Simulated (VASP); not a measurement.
# MoS2 (P2_1/m) in VASP: notebook, part 2 of 2

VASP 6.6.1. The steps go on from the part before.

## 3. Single point, PBE+D3(BJ) (atoms displaced along a vibrational mode, the cell strained)

INCAR reads:

```
PREC     = Accurate       # precision mode
ENCUT    = 520            # plane-wave cutoff, eV
EDIFF    = 1E-7           # SCF threshold, eV
ISMEAR   = 0              # smearing method
SIGMA    = 0.05           # smearing width, eV
LREAL    = False          # projectors in reciprocal space
LASPH    = True           # aspherical terms in the spheres
NELM     = 80             # most SCF steps
ALGO     = Normal         # electronic algorithm
ISIF     = 2              # what is computed and relaxed
LWAVE    = False          # write WAVECAR
LCHARG   = False          # write CHGCAR
GGA      = PE             # functional
IVDW     = 12             # dispersion correction
NBANDS   = 35             # bands
```

KPOINTS reads:

```
Automatic mesh
0
Gamma
  12 12 4
```

POSCAR reads:

```
MoS2
1.0
    3.1232182708      0.0000000000      0.0000000000
   -1.5616091354      2.7047863640      0.0000000000
    0.0000000000      0.0000000000     11.9914053753
Mo S
2 4
Direct
    0.1851443981      0.6666666667      0.2500000000
    0.8148556019      0.3333333333      0.7500000000
    0.4805096921      0.6666666667      0.6204968003
    0.5194903079      0.3333333333      0.1204968003
    0.4805096921      0.6666666667      0.8795031997
    0.5194903079      0.3333333333      0.3795031997
```

Potentials or basis: VASP PAW PBE potentials, release 64 (Mo_sv, S).

On the command line:

```bash
> cat potpaw_PBE.64/Mo_sv/POTCAR potpaw_PBE.64/S/POTCAR > POTCAR
> mpirun -np 1 vasp_std > vasp.out
```

OUTCAR:

```text
PREC = Accurate
   ENCUT = 520
   EDIFF = 1E-7
   ISMEAR = 0
   LREAL = False
   LASPH = True
   NELM = 80
   ISIF = 2
   GGA = PE
   IVDW = 12
 IVDW          = 12

 ion  position               nearest neighbor table
   1  0.185  0.667  0.250-   4 2.38   6 2.38   4 2.38   6 2.38   4 2.38   6 2.38
   2  0.815  0.333  0.750-   3 2.38   5 2.38   3 2.38   5 2.38   3 2.38   5 2.38
   3  0.481  0.667  0.620-   2 2.38   2 2.38   2 2.38
   4  0.519  0.333  0.120-   1 2.38   1 2.38   1 2.38
   5  0.481  0.667  0.880-   2 2.38   2 2.38   2 2.38
   6  0.519  0.333  0.380-   1 2.38   1 2.38   1 2.38

  LATTYP: Found a hexagonal cell.
 ALAT       =     3.1232182708
 C/A-ratio  =     3.8394387890

  Lattice vectors:

 A1 = (   3.1232182708,   0.0000000000,   0.0000000000)
 A2 = (  -1.5616091354,   2.7047863640,   0.0000000000)
 A3 = (   0.0000000000,   0.0000000000,  11.9914053753)

Analysis of symmetry for initial positions (statically):
=====================================================================
 Subroutine PRICEL returns:
 Original cell was already a primitive cell.

 Routine SETGRP: Setting up the symmetry group for a
 hexagonal supercell.

 Subroutine GETGRP returns: Found  4 space group operations
 (whereof  2 operations were pure point group operations)
 out of a pool of 24 trial point group operations.

The static configuration has the point symmetry S_2 .
 The point group associated with its full space group is C_2h.

Analysis of symmetry for dynamics (positions and initial velocities):
=====================================================================
 Subroutine PRICEL returns:
 Original cell was already a primitive cell.

 Routine SETGRP: Setting up the symmetry group for a
 hexagonal supercell.

 Subroutine GETGRP returns: Found  4 space group operations
 (whereof  2 operations were pure point group operations)
 out of a pool of 24 trial point group operations.

The dynamic configuration has the point symmetry S_2 .
 The point group associated with its full space group is C_2h.

 Subroutine INISYM returns: Found  4 space group operations
 (whereof  2 operations are pure point group operations),
 and found     1 'primitive' translations

----------------------------------------------------------------------------------------

                                     Primitive cell

  volume of cell :     101.2991

  direct lattice vectors                    reciprocal lattice vectors
     3.123218271  0.000000000  0.000000000     0.320182553  0.184857483  0.000000000
    -1.561609135  2.704786364  0.000000000     0.000000000  0.369714967  0.000000000
     0.000000000  0.000000000 11.991405375     0.000000000  0.000000000  0.083393061

  length of vectors
     3.123218271  3.123218271 11.991405375     0.369714967  0.369714967  0.083393061

  position of ions in fractional coordinates (direct lattice)
     0.185144398  0.666666667  0.250000000
     0.814855602  0.333333333  0.750000000
     0.480509692  0.666666667  0.620496800
     0.519490308  0.333333333  0.120496800
     0.480509692  0.666666667  0.879503200
     0.519490308  0.333333333  0.379503200

  ion indices of the primitive-cell ions
   primitive index   ion index
                 1           1
[... 33 lines left out ...]
            Coordinates               Weight
  0.000000  0.000000  0.000000      1.000000
  0.083333 -0.000000  0.000000      2.000000
  0.000000  0.083333  0.000000      2.000000
 -0.083333  0.083333  0.000000      2.000000
  0.166667 -0.000000  0.000000      2.000000
  0.000000  0.166667  0.000000      2.000000
[... 16 lines left out ...]
  0.166667  0.083333  0.000000      2.000000
 -0.083333  0.250000  0.000000      2.000000
 [... further k-points ...]
   k-points           NKPTS =    222   k-points in BZ     NKDIM =    222   number of bands    NBANDS=     35
   number of dos      NEDOS =    301   number of ions     NIONS =      6
   total plane-waves  NPLWV =  51840
   dimension x,y,z NGX =    24 NGY =   24 NGZ =   90
   dimension x,y,z NGXF=    48 NGYF=   48 NGZF=  180
   ions per type =               2   4
   NGX,Y,Z   is equivalent  to a cutoff of  12.77, 12.77, 12.48 a.u.
   NGXF,Y,Z  is equivalent  to a cutoff of  25.55, 25.55, 24.95 a.u.
 SYSTEM =  unknown system
   PREC   = accura    normal or accurate (medium, high low for compatibility)
   ISTART =      0    job   : 0-new  1-cont  2-samecut
   ICHARG =      2    charge: 1-file 2-atom 10-const
   ISPIN  =      1    spin polarized calculation?
   LNONCOLLINEAR =      F non collinear calculations
   LSORBIT =      F    spin-orbit coupling
   LASPH  =      T    aspherical Exc in radial PAW
   ENCUT  =  520.0 eV  38.22 Ry    6.18 a.u.   5.81  5.81 22.30*2*pi/ulx,y,z
   NELM   =     80;   NELMIN=  2; NELMDL= -5     # of ELM steps
   EDIFF  = 0.1E-06   stopping-criterion for ELM
   LREAL  =      F    real-space projection
   EDIFFG = 0.1E-05   stopping-criterion for IOM
   NSW    =      0    number of steps for IOM
   IBRION =     -1    ionic relax: 0-MD 1-quasi-New 2-CG
   NFREE  =      0    steps in history (QN), initial steepest desc. (CG)
   ISIF   =      2    stress and relaxation
   ISYM   =      2    0-nonsym 1-usesym 2-fastsym
   POTIM  = 0.5000    time-step for ionic-motion
   TEBEG  =    0.0;   TEEND  =   0.0 temperature during run
   PSTRESS=    0.0 pullay stress
   NELECT =      52.0000    total number of electrons
   NUPDOWN=      -1.0000    fix difference up-down
   EMIN   =  10.00;   EMAX   =-10.00  energy-range for DOS
   EFERMI =   0.00;   METHOD = LEGACY
   ISMEAR =     0;   SIGMA  =   0.05  broadening in eV -4-tet -1-fermi 0-gaus
   EFERMI_NEDOS =   21; number of points for ismear=-14 and -15
   IALGO  =     38    algorithm
   IMIX   =      4    mixing-type and parameters
     AMIX     =   0.40;   BMIX     =  1.00
     AMIX_MAG =   1.60;   BMIX_MAG =  1.00
  volume/ion in A,a.u.               =      16.88       113.93
  Fermi-wavevector in a.u.,A,eV,Ry     =   1.310813  2.477078 23.377956  1.718231
  Thomas-Fermi vector in A             =   2.441318
   LORBIT       =      0    0 simple, 1 ext, 2 COOP (PROOUT), +10 PAW based schemes
   GGA     = PE    functional components
   LHFCALC =     F    Hartree Fock is set to
   AEXX    =    0.0000 exact exchange contribution
   IVDW    =    12    specifies the selected vdW correction
   LEPSILON=     F    determine dielectric tensor
   LRPA    =     F    only Hartree local field effects (RPA)
 non-spin polarized calculation
 Gauss-broadening in eV      SIGMA  =   0.05
  energy-cutoff  :      520.00
  volume of cell :      101.30
 maximum number of plane-waves:      2746
   NGX = 11   NGY = 11   NGZ = 45

 number of electron      52.0000005 magnetization

 Free energy of the ion-electron system (eV)
  ---------------------------------------------------
  ext. energy  EPLUGINS =         0.00000000
  ---------------------------------------------------
  free energy    TOTEN  =       -43.30591494 eV

  energy without entropy =      -43.30591494  energy(sigma->0) =      -43.30591494

 E-fermi :   8.7594     XC(G=0): -11.1252

 val. band max:        8.4116657205   @ k =   0.0000   0.0000   0.0000
 cond. band min:       9.1214318170   @ k =   0.1667   0.1667   0.0000
 fundamental gap:      0.7097660966
 Fermi energy:         8.7594217226

 k-point     1 :       0.0000    0.0000    0.0000
  band No.  band energies     occupation
      1     -53.2157      2.00000
      2     -53.2157      2.00000
      3     -27.4115      2.00000
      4     -27.4113      2.00000
      5     -27.1323      2.00000
      6     -27.1323      2.00000
[... 901 lines left out ...]
     34      11.6000      0.00000
     35      16.2456      0.00000

 [... further k-points ...]

------------------------ aborting loop because EDIFF is reached ----------------------------------------

 Edisp (eV)   -2.69267

 E8    (eV) :    -1.0856

  FORCE on cell =-STRESS in cart. coord.  units (eV):
  Direction    XX          YY          ZZ          XY          YZ          ZX
  --------------------------------------------------------------------------------------
  -------------------------------------------------------------------------------------
  Total       2.38636     2.81389     3.79338    -0.09554     0.00000     0.00000
  in kB      37.74347    44.50531    59.99726    -1.51114     0.00000     0.00000
  external pressure =       47.42 kB  Pullay stress =        0.00 kB

 VOLUME and BASIS-vectors are now :
 -----------------------------------------------------------------------------
  energy-cutoff  :      520.00
  volume of cell :      101.30
      direct lattice vectors                 reciprocal lattice vectors
     3.123218271  0.000000000  0.000000000     0.320182553  0.184857483  0.000000000
    -1.561609135  2.704786364  0.000000000     0.000000000  0.369714967  0.000000000
     0.000000000  0.000000000 11.991405375     0.000000000  0.000000000  0.083393061

 POSITION                                       TOTAL-FORCE (eV/Angst)
 -----------------------------------------------------------------------------------
     -0.46283      1.80319      2.99785         0.157671     -0.045424      0.000000
      2.02444      0.90160      8.99355        -0.157671      0.045424      0.000000
      0.45966      1.80319      7.44063        -0.033955      0.102475     -0.228912
      1.10195      0.90160      1.44493         0.033955     -0.102475     -0.228912
      0.45966      1.80319     10.54648        -0.033955      0.102475      0.228912
      1.10195      0.90160      4.55078         0.033955     -0.102475      0.228912
 -----------------------------------------------------------------------------------
    total drift:                                0.000000      0.000000      0.000000

  FREE ENERGIE OF THE ION-ELECTRON SYSTEM (eV)
  ---------------------------------------------------
  free  energy   TOTEN  =       -45.9985881901 eV

  energy  without entropy=      -45.9985881901  energy(sigma->0) =      -45.99858819
```

It took 7.8 min on 1 thread of Intel Xeon Platinum 8488C (Sapphire Rapids), shared host; peak memory 0.67 GiB.

What came out:

```yaml
Free_energy: -45.9986 eV
Pressure: 4.7 GPa
Largest_force: 0.253 eV/Å
Band_gap_on_the_k_mesh: 0.71 eV (least direct gap 1.79 eV)
Dispersion_energy_per_atom: -0.449 eV
```

Forces on the atoms (eV/Å):
```
Mo   0.158 -0.045  0.000
Mo  -0.158  0.045  0.000
S   -0.034  0.102 -0.229
S    0.034 -0.102 -0.229
S   -0.034  0.102  0.229
S    0.034 -0.102  0.229
```

Stress tensor (GPa, compression positive):
```
 3.77 -0.15  0.00
-0.15  4.45  0.00
 0.00  0.00  6.00
```

Levels at points of the mesh, in eV from the valence-band top:
```csv
k point,band 24,band 25,band 26,band 27,band 28,band 29
"(0.00, 0.00, 0.00)",-1.52,-1.15,0.00,1.95,2.00,2.12
"(0.50, 0.00, 0.00)",-1.72,-1.71,-1.18,1.59,1.62,1.88
"(0.00, 0.50, 0.00)",-1.82,-1.54,-1.47,1.60,1.62,1.96
"(0.50, 0.50, 0.00)",-1.88,-1.67,-1.14,1.59,1.63,2.11
"(0.00, 0.00, 0.50)",-2.33,-0.31,-0.31,2.01,2.01,2.05
"(0.50, 0.00, 0.50)",-1.77,-1.40,-1.40,1.60,1.60,2.04
"(0.00, 0.50, 0.50)",-1.76,-1.56,-1.56,1.61,1.61,2.14
"(0.50, 0.50, 0.50)",-1.78,-1.31,-1.31,1.61,1.61,2.09
```

Caveat: the cell differs from its parent crystal (atoms displaced along a vibrational mode, the cell strained); the cell stands under pressure; semilocal functionals underestimate gaps, and a narrow one can read as zero. A k mesh can miss the band edges.
